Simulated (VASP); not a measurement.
MgBe2SeS2:

```
Mg Be Se S
1.0
     4.67761    0.00000    0.00000
    -2.33881    4.05093    0.00000
     0.00000    0.00000    5.05871
Mg Be Se S
1 2 1 2
Direct
  0.00000 0.00000 0.50000
  0.66667 0.33333 0.50000
  0.00000 0.00000 0.00000
  0.33333 0.66667 0.00000
  0.33333 0.66667 0.50000
  0.66667 0.33333 0.00000
```

The cell was built from a structure type or drawn by symmetry, and may not be a known phase.

```yaml
Program: VASP 6.6.1
Task: relaxation of cell and atoms
Functional: PBE
Potentials_or_basis: VASP PAW PBE potentials, release 64 (Mg, Be, Se, S)
Cutoff: 600 eV
k_mesh: 12 × 12 × 8
Occupations: gaussian, width 0.1 eV
Spin: no spin polarisation
```

At the start: pressure 0.8 GPa; volume 15.98 Å³/atom.

Problem. Where does the relaxation end?

Solution. Over 7 steps the energy falls by 12.9 meV/atom and the volume is 16.12 Å³/atom (+0.9 %); space group P-6m2 (No. 187, to 0.1 Å) before and after.

The path:
```csv
step,energy change (eV),largest force (eV/Å),pressure (GPa),volume (Å³)
1,0.0000,0.0000,0.76,95.86
2,-0.0766,0.0000,-0.11,96.86
3,-0.0771,0.0000,-0.16,96.95
4,-0.0771,0.0000,-0.17,96.97
5,-0.0772,0.0000,-0.02,96.74
6,-0.0772,0.0000,-0.02,96.73
7,-0.0773,0.0000,0.00,96.71
```

Final structure:
```cif
data_structure
_symmetry_space_group_name_H-M 'P 1'
_symmetry_Int_Tables_number 1
_cell_length_a 4.6221
_cell_length_b 4.6221
_cell_length_c 5.2269
_cell_angle_alpha 90.000
_cell_angle_beta 90.000
_cell_angle_gamma 120.000
_cell_volume 96.71
loop_
_atom_site_label
_atom_site_type_symbol
_atom_site_fract_x
_atom_site_fract_y
_atom_site_fract_z
_atom_site_occupancy
Mg1 Mg 0.00000 0.00000 0.50000 1
Be1 Be 0.66667 0.33333 0.50000 1
Be2 Be 0.00000 0.00000 0.00000 1
Se1 Se 0.33333 0.66667 0.00000 1
S1 S 0.33333 0.66667 0.50000 1
S2 S 0.66667 0.33333 0.00000 1
```
